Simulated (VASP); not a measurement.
# Ga (C2/c) in VASP: further runs

Runs on Ga. Level: PBE. Tasks: single point.

Everything below comes from runs of VASP 6.6.1. Logs are shortened: lines on timing, memory, paths and dates and some standing lists are left out, and cuts for length are marked.

## Step 1: The cell of the first run

It takes space group C2/c (No. 15, monoclinic). Conventional cell: a = 2.766 Å, b = 8.053 Å, c = 3.332 Å, α = 90.00°, β = 92.02°, γ = 90.00°. Within 3.5 Å of Ga (site symmetry 2) lie 10 Ga at 2.69 to 3.33 Å.

## Step 2: Single point, PBE

INCAR

```
PREC = Accurate
ENCUT = 520
EDIFF = 1E-7
ISMEAR = 0
SIGMA = 0.05
LREAL = F
LASPH = T
NELM = 60
ALGO = Fast
ISIF = 2
LWAVE = F
LCHARG = T
GGA = PE
LELF = T
LVHAR = T
NBANDS = 20
```

KPOINTS

```
regular mesh
0
Gamma
  14 10 14
```

POSCAR

```
Ga
1.0
   -2.7660000000      0.0000000000      0.0000000000
   -0.1174474948      0.0000000000      3.3299294416
   -1.3830000000      4.0265000000      0.0000000000
Ga
2
Direct
    0.8690000000      0.2500000000      0.2620000000
    0.1310000000      0.7500000000      0.7380000000
```

Potentials or basis: VASP PAW PBE potentials, release 64 (Ga_d).

The run is started by

```sh
$ cat potpaw_PBE.64/Ga_d/POTCAR > POTCAR
$ mpirun -np 1 vasp_std > vasp.out
```

OUTCAR:

```text
PREC = Accurate
   ENCUT = 520
   EDIFF = 1E-7
   ISMEAR = 0
   LREAL = F
   LASPH = T
   NELM = 60
   ISIF = 2
   GGA = PE

 ion  position               nearest neighbor table
   1  0.869  0.250  0.262-   2 2.69   2 2.69   2 2.86   2 2.86   2 2.92   2 2.92
   2  0.131  0.750  0.738-   1 2.69   1 2.69   1 2.86   1 2.86   1 2.92   1 2.92

  LATTYP: Found a base centered monoclinic cell.
 ALAT       =     2.7660000000
 B/A-ratio  =     2.9114244396
 C/A-ratio  =     1.2046276211
 COS(beta)  =    -0.0352483478

  Lattice vectors:

 A1 = (   1.3830000000,  -4.0265000000,   0.0000000000)
 A2 = (   1.3830000000,   4.0265000000,   0.0000000000)
 A3 = (  -0.1174474948,   0.0000000000,   3.3299294416)

Analysis of symmetry for initial positions (statically):
=====================================================================
 Subroutine PRICEL returns:
 Original cell was already a primitive cell.

 Routine SETGRP: Setting up the symmetry group for a
 base centered monoclinic supercell.

 Subroutine GETGRP returns: Found  4 space group operations
 (whereof  2 operations were pure point group operations)
 out of a pool of  4 trial point group operations.

The static configuration has the point symmetry S_2 .
 The point group associated with its full space group is C_2h.

Analysis of symmetry for dynamics (positions and initial velocities):
=====================================================================
 Subroutine PRICEL returns:
 Original cell was already a primitive cell.

 Routine SETGRP: Setting up the symmetry group for a
 base centered monoclinic supercell.

 Subroutine GETGRP returns: Found  4 space group operations
 (whereof  2 operations were pure point group operations)
 out of a pool of  4 trial point group operations.

The dynamic configuration has the point symmetry S_2 .
 The point group associated with its full space group is C_2h.

 Subroutine INISYM returns: Found  4 space group operations
 (whereof  2 operations are pure point group operations),
 and found     1 'primitive' translations

----------------------------------------------------------------------------------------

                                     Primitive cell

  volume of cell :      37.0864

  direct lattice vectors                    reciprocal lattice vectors
    -2.766000000  0.000000000  0.000000000    -0.361532899 -0.124177325 -0.012751361
    -0.117447495  0.000000000  3.329929442     0.000000000  0.000000000  0.300306663
    -1.383000000  4.026500000  0.000000000     0.000000000  0.248354650  0.000000000

  length of vectors
     2.766000000  3.332000000  4.257392541     0.382476983  0.300306663  0.248354650

  position of ions in fractional coordinates (direct lattice)
     0.869000000  0.250000000  0.262000000
     0.131000000  0.750000000  0.738000000

  ion indices of the primitive-cell ions
   primitive index   ion index
                 1           1
                 2           2

----------------------------------------------------------------------------------------

 KPOINTS: regular mesh

Automatic generation of k-mesh.
 Grid dimensions read from file:
 generate k-points for:   14   10   14

 Generating k-lattice:

  Cartesian coordinates                     Fractional coordinates (reciprocal lattice)
    -0.025823779 -0.008869809 -0.000910812     0.071428571  0.000000000  0.000000000
     0.000000000  0.000000000  0.030030666     0.000000000  0.100000000  0.000000000
     0.000000000  0.017739618  0.000000000     0.000000000  0.000000000  0.071428571

  Length of vectors
     0.027319785  0.030030666  0.017739618

  Shift w.r.t. Gamma in fractional coordinates (k-lattice)
     0.000000000  0.000000000  0.000000000

 Subroutine IBZKPT returns following result:
 ===========================================

 Found    534 irreducible k-points:

 Following reciprocal coordinates:
            Coordinates               Weight
  0.000000  0.000000  0.000000      1.000000
  0.071429 -0.000000 -0.000000      4.000000
  0.142857  0.000000  0.000000      4.000000
  0.214286  0.000000 -0.000000      4.000000
  0.285714 -0.000000 -0.000000      4.000000
  0.357143  0.000000  0.000000      4.000000
[... 16 lines left out ...]
  0.000000  0.200000  0.000000      2.000000
  0.071429  0.200000 -0.000000      4.000000
 [... further k-points ...]
   k-points           NKPTS =    534   k-points in BZ     NKDIM =    534   number of bands    NBANDS=     20
   number of dos      NEDOS =    301   number of ions     NIONS =      2
   total plane-waves  NPLWV =  21504
   dimension x,y,z NGX =    24 NGY =   28 NGZ =   32
   dimension x,y,z NGXF=    48 NGYF=   56 NGZF=   64
   ions per type =               2
   NGX,Y,Z   is equivalent  to a cutoff of  14.42, 13.97, 12.50 a.u.
   NGXF,Y,Z  is equivalent  to a cutoff of  28.85, 27.94, 24.99 a.u.
 SYSTEM =  unknown system
   PREC   = accura    normal or accurate (medium, high low for compatibility)
   ISTART =      0    job   : 0-new  1-cont  2-samecut
   ICHARG =      2    charge: 1-file 2-atom 10-const
   ISPIN  =      1    spin polarized calculation?
   LNONCOLLINEAR =      F non collinear calculations
   LSORBIT =      F    spin-orbit coupling
   LASPH  =      T    aspherical Exc in radial PAW
   ENCUT  =  520.0 eV  38.22 Ry    6.18 a.u.   5.14  6.20  7.92*2*pi/ulx,y,z
   NELM   =     60;   NELMIN=  2; NELMDL= -5     # of ELM steps
   EDIFF  = 0.1E-06   stopping-criterion for ELM
   LREAL  =      F    real-space projection
   EDIFFG = 0.1E-05   stopping-criterion for IOM
   NSW    =      0    number of steps for IOM
   IBRION =     -1    ionic relax: 0-MD 1-quasi-New 2-CG
   NFREE  =      0    steps in history (QN), initial steepest desc. (CG)
   ISIF   =      2    stress and relaxation
   ISYM   =      2    0-nonsym 1-usesym 2-fastsym
   POTIM  = 0.5000    time-step for ionic-motion
   TEBEG  =    0.0;   TEEND  =   0.0 temperature during run
   PSTRESS=    0.0 pullay stress
   NELECT =      26.0000    total number of electrons
   NUPDOWN=      -1.0000    fix difference up-down
   EMIN   =  10.00;   EMAX   =-10.00  energy-range for DOS
   EFERMI =   0.00;   METHOD = LEGACY
   ISMEAR =     0;   SIGMA  =   0.05  broadening in eV -4-tet -1-fermi 0-gaus
   EFERMI_NEDOS =   21; number of points for ismear=-14 and -15
   IALGO  =     68    algorithm
   IMIX   =      4    mixing-type and parameters
     AMIX     =   0.40;   BMIX     =  1.00
     AMIX_MAG =   1.60;   BMIX_MAG =  1.00
  volume/ion in A,a.u.               =      18.54       125.14
  Fermi-wavevector in a.u.,A,eV,Ry     =   1.454323  2.748273 28.777089  2.115056
  Thomas-Fermi vector in A             =   2.571487
   LORBIT       =      0    0 simple, 1 ext, 2 COOP (PROOUT), +10 PAW based schemes
   GGA     = PE    functional components
   LHFCALC =     F    Hartree Fock is set to
   AEXX    =    0.0000 exact exchange contribution
   IVDW    =     0    specifies the selected vdW correction
   LEPSILON=     F    determine dielectric tensor
   LRPA    =     F    only Hartree local field effects (RPA)
 non-spin polarized calculation
 RMM-DIIS sequential band-by-band and
 Gauss-broadening in eV      SIGMA  =   0.05
  energy-cutoff  :      520.00
  volume of cell :       37.09
 maximum number of plane-waves:      1015
 NGX is ok and might be reduce to    24
   NGX = 11   NGY = 13   NGZ = 15

 number of electron      26.0000011 magnetization

 Free energy of the ion-electron system (eV)
  ---------------------------------------------------
  ext. energy  EPLUGINS =         0.00000000
  ---------------------------------------------------
  free energy    TOTEN  =        -5.76894937 eV

  energy without entropy =       -5.76815486  energy(sigma->0) =       -5.76855212

 E-fermi :   5.6743     XC(G=0): -11.0581

 val. band max:        5.6672776459   @ k =   0.4286   0.5000   0.1429
 cond. band min:       5.6821117282   @ k =   0.0000   0.2000   0.5000
 fundamental gap:      0.0148340823
 Fermi energy:         5.6742820414

 k-point     1 :       0.0000    0.0000    0.0000
  band No.  band energies     occupation
      1      -9.5043      2.00000
      2      -9.4949      2.00000
      3      -9.4586      2.00000
      4      -9.4346      2.00000
      5      -9.1611      2.00000
      6      -9.1599      2.00000
[... 12 lines left out ...]
     19      16.3800      0.00000
     20      18.7593      0.00000

 k-point     2 :       0.0714   -0.0000   -0.0000
  band No.  band energies     occupation
      1      -9.5001      2.00000
      2      -9.4863      2.00000
      3      -9.4473      2.00000
      4      -9.4150      2.00000
      5      -9.1705      2.00000
      6      -9.1691      2.00000
[... 12 lines left out ...]
     19      16.6803      0.00000
     20      19.4233      0.00000

 k-point     3 :       0.1429    0.0000    0.0000
  band No.  band energies     occupation
      1      -9.4886      2.00000
      2      -9.4652      2.00000
      3      -9.4159      2.00000
      4      -9.3597      2.00000
      5      -9.1980      2.00000
      6      -9.1951      2.00000
[... 12 lines left out ...]
     19      16.8197      0.00000
     20      20.0408      0.00000

 k-point     4 :       0.2143    0.0000   -0.0000
  band No.  band energies     occupation
      1      -9.4724      2.00000
      2      -9.4395      2.00000
      3      -9.3715      2.00000
      4      -9.2972      2.00000
      5      -9.2365      2.00000
      6      -9.2191      2.00000
[... 429 lines left out ...]
 k-point    23 :       0.0000    0.2000    0.0000
  band No.  band energies     occupation
      1      -9.5192      2.00000
      2      -9.4587      2.00000
      3      -9.4379      2.00000
      4      -9.3821      2.00000
      5      -9.2125      2.00000
      6      -9.2096      2.00000
[... 12 lines left out ...]
     19      16.4616      0.00000
     20      19.0325      0.00000

 k-point    24 :       0.0714    0.2000   -0.0000
  band No.  band energies     occupation
      1      -9.5122      2.00000
      2      -9.4446      2.00000
      3      -9.4289      2.00000
      4      -9.3712      2.00000
      5      -9.2285      2.00000
      6      -9.2134      2.00000
[... 12 lines left out ...]
     19      15.3788      0.00000
     20      20.2449      0.00000

 [... further k-points ...]

------------------------ aborting loop because EDIFF is reached ----------------------------------------

  FORCE on cell =-STRESS in cart. coord.  units (eV):
  Direction    XX          YY          ZZ          XY          YZ          ZX
  --------------------------------------------------------------------------------------
  -------------------------------------------------------------------------------------
  Total        0.3866902      0.4769097      0.2319179      0.0000000      0.0000000     -0.0861211
  in kB       16.7054738     20.6030637     10.0191296      0.0000000      0.0000000     -3.7205336
  external PRESSURE =      15.7758890 kB  Pullay stress =       0.0000000 kB

 VOLUME and BASIS-vectors are now :
 -----------------------------------------------------------------------------
  energy-cutoff  :      520.00
  volume of cell :       37.09
      direct lattice vectors                 reciprocal lattice vectors
    -2.766000000  0.000000000  0.000000000    -0.361532899 -0.124177325 -0.012751361
    -0.117447495  0.000000000  3.329929442     0.000000000  0.000000000  0.300306663
    -1.383000000  4.026500000  0.000000000     0.000000000  0.248354650  0.000000000

 POSITION                                       TOTAL-FORCE (eV/Angst)
 -----------------------------------------------------------------------------------
     -2.79536      1.05494      0.83248        -0.000000      0.201441      0.000000
     -1.47109      2.97156      2.49745         0.000000     -0.201441      0.000000
 -----------------------------------------------------------------------------------
    total drift:                                0.000000     -0.000000     -0.000000

  FREE ENERGIE OF THE ION-ELECTRON SYSTEM (eV)
  ---------------------------------------------------
  free  energy   TOTEN  =        -5.7689493726 eV

  energy  without entropy=       -5.7681548639  energy(sigma->0) =       -5.76855212
```

Run time: 3.3 min. Hardware: 1 thread of AMD EPYC 9R45 (Zen 5), shared host; peak memory 0.37 GiB.

Results:

```
Free energy            : -5.7689 eV
Pressure               : 1.6 GPa
Largest force          : 0.201 eV/Å
Band gap on the k mesh : zero (bands 13 and 14 overlap by 8.39 eV)
```

Forces in eV/Å, atoms in the order of the input:
```
Ga   0.000  0.201  0.000
Ga   0.000 -0.201  0.000
```

Stress tensor (GPa, compression positive):
```
 1.67  0.00 -0.37
 0.00  2.06  0.00
-0.37  0.00  1.00
```

## Step 3: Single point, PBE

INCAR

```
SYSTEM = Ga
ALGO     = Fast           ! electronic algorithm
EDIFF    = 1E-6           ! SCF threshold, eV
ENCUT    = 520            ! plane-wave cutoff, eV
GGA      = PE             ! functional
ISIF     = 2              ! what is computed and relaxed
ISMEAR   = 0              ! smearing method
LASPH    = .TRUE.         ! aspherical terms in the spheres
LCHARG   = .FALSE.        ! write CHGCAR
LREAL    = .FALSE.        ! projectors in reciprocal space
LWAVE    = .FALSE.        ! write WAVECAR
NBANDS   = 20             ! bands
NELM     = 100            ! most SCF steps
PREC     = Accurate       ! precision mode
SIGMA    = 0.05           ! smearing width, eV
```

KPOINTS

```
k-points
0
G
  14 10 14
  0 0 0
```

POSCAR is that of step 2.

Potentials or basis: VASP PAW PBE potentials, release 64 (Ga_d).

The run is started by

```sh
$ cat potpaw_PBE.64/Ga_d/POTCAR > POTCAR
$ mpirun -np 1 vasp_std > vasp.out
```

It took 2.8 min on 1 thread of AMD EPYC 9R45 (Zen 5), shared host; peak memory 0.37 GiB.

It converged, with:

```
Free energy            : -5.7689 eV
Pressure               : 1.7 GPa
Largest force          : 0.202 eV/Å
Band gap on the k mesh : zero (bands 13 and 14 overlap by 8.39 eV)
```

Forces on the atoms (eV/Å):
```
Ga   0.000  0.202  0.000
Ga   0.000 -0.202  0.000
```

Stress tensor (GPa, compression positive):
```
 1.79  0.00 -0.37
 0.00  2.18  0.00
-0.37  0.00  1.12
```

Levels at points of the mesh, in eV from the Fermi level:
```csv
k point,band 10,band 11,band 12,band 13,band 14,band 15,band 16,band 17
"(0.00, 0.00, 0.00)",-14.65,-11.25,-2.11,-1.64,1.62,5.42,9.68,10.17
"(0.50, 0.00, 0.00)",-14.67,-6.07,-5.04,-1.36,-0.01,5.76,6.57,8.43
"(0.00, 0.50, 0.00)",-14.72,-7.80,-7.80,1.68,1.68,2.43,2.43,11.64
"(0.50, 0.50, 0.00)",-14.67,-2.89,-2.87,-1.66,-1.52,1.73,2.28,4.29
"(0.00, 0.00, 0.50)",-14.71,-9.12,-8.62,3.98,4.56,5.80,6.03,7.54
"(0.00, 0.50, 0.50)",-14.80,-6.02,-6.02,-4.41,-4.41,10.84,10.84,11.78
```
